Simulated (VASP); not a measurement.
Crystal: PbF2 (Fluorocronite).

```
CELL_PARAMETERS angstrom
0.04389 2.94581 2.94581
2.94581 0.04389 2.94581
2.98970 2.98970 0.00000
ATOMIC_POSITIONS crystal
Pb 0.00000 0.00000 0.00000
F 0.24653 0.24653 0.25347
F 0.75347 0.75347 0.74653
```

This cell differs from its parent crystal: shear xy strain +3.0%.

Base run:

- Program: VASP 6.6.1
- Functional: r2SCAN
- Potentials or basis: VASP PAW PBE potentials, release 64 (Pb_d, F)
- Cutoff: 660 eV
- k mesh: 8 × 8 × 8
- Occupations: gaussian, width 0.01 eV
- Spin: no spin polarisation

Its results: band gap on the k mesh 4.92 eV, indirect (least direct gap 5.07 eV); pressure 1.1 GPa.

**Question.** The run is repeated on the same cell with these changes: functional from r2SCAN to PBE; cutoff from 660 eV to 600 eV; occupations from gaussian, width 0.01 eV to fermi-dirac, width 0.02 eV. What comes out?

**Answer.** Band gap on the k mesh 4.41 eV, indirect (least direct gap 4.56 eV); pressure 4.0 GPa.

Caveats: spin-orbit coupling is left out, which moves the levels of the heavy elements; the PAW data sets were made with another functional, which shifts forces and pressure a little (some runs).

A k mesh can miss the band edges.
